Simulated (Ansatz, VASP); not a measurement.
**KC: VASP beside Ansatz**

```xyz
2
Lattice="0.0000 3.2905 3.2905 3.2905 0.0000 3.2905 3.2905 3.2905 0.0000" Properties=species:S:1:pos:R:3 pbc="T T T"
K     0.0000    0.0000    0.0000
C     4.9358    4.9358    4.9358
```

Change from the starting cell: species swapped into the BeS type (F-43m, No. 216).

Alike in both runs: functional PBE; k mesh 14 × 14 × 14; occupations gaussian, width 0.1 eV; no spin polarisation.

Ansatz relaxed the structure, and its values are those at the end. VASP's run is a single point on that final structure, the one shown.

```csv
,VASP,Ansatz
version,VASP 6.6.1,Ansatz 0.2.0
potentials or method,"VASP PAW PBE potentials, release 64 (K_sv, C), cutoff 520 eV","scalar-relativistic, plane waves, PAW"
valence electrons in the cell,13,13
```

|  | VASP | Ansatz | Ansatz less VASP |
| --- | --- | --- | --- |
| gap on the k mesh at the Fermi level (eV) | none | none | - |
| pressure (GPa) | 0.0 | 0.0 | -0.03 |

A gap of «none» marks a metal or a gap that the smearing closes.
